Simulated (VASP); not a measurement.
Crystal: Ir.

```xyz
1
Lattice="0.0000 1.9058 1.9058 1.9058 0.0000 1.9058 1.9058 1.9058 0.0000" Properties=species:S:1:pos:R:3 pbc="T T T"
Ir    0.0000    0.0000    0.0000
```

| Property | Result |
| --- | --- |
| Program | VASP 6.6.1 |
| Task | relaxation of cell and atoms |
| Functional | PBE |
| Potentials or basis | VASP PAW PBE potentials, release 64 (Ir) |
| Cutoff | 600 eV |
| k mesh | 8 × 8 × 8 |
| Occupations | gaussian, width 0.1 eV |
| Spin | no spin polarisation |

At the start: pressure 20.4 GPa; volume 13.84 Å³/atom.

**Question.** How do energy, volume and symmetry change on relaxing?

**Answer.** Over 4 steps the energy falls by 44.2 meV/atom and the volume is 14.58 Å³/atom (+5.3 %); space group Fm-3m (No. 225, to 0.05 Å).

The path:
| step | energy change (eV) | largest force (eV/Å) | pressure (GPa) | volume (Å³) |
| --- | --- | --- | --- | --- |
| 1 | 0.0000 | 0.0000 | 20.39 | 13.84 |
| 2 | 0.4351 | 0.0000 | -40.30 | 17.68 |
| 3 | -0.0438 | 0.0000 | -1.62 | 14.65 |
| 4 | -0.0442 | 0.0000 | -0.15 | 14.58 |

Final structure:
```yaml
crystal:
  lattice:
    - [0.00000, 1.93911, 1.93911]
    - [1.93911, 0.00000, 1.93911]
    - [1.93911, 1.93911, 0.00000]
  atoms:
    - { symbol: Ir, position: [0.00000, 0.00000, 0.00000] }
```
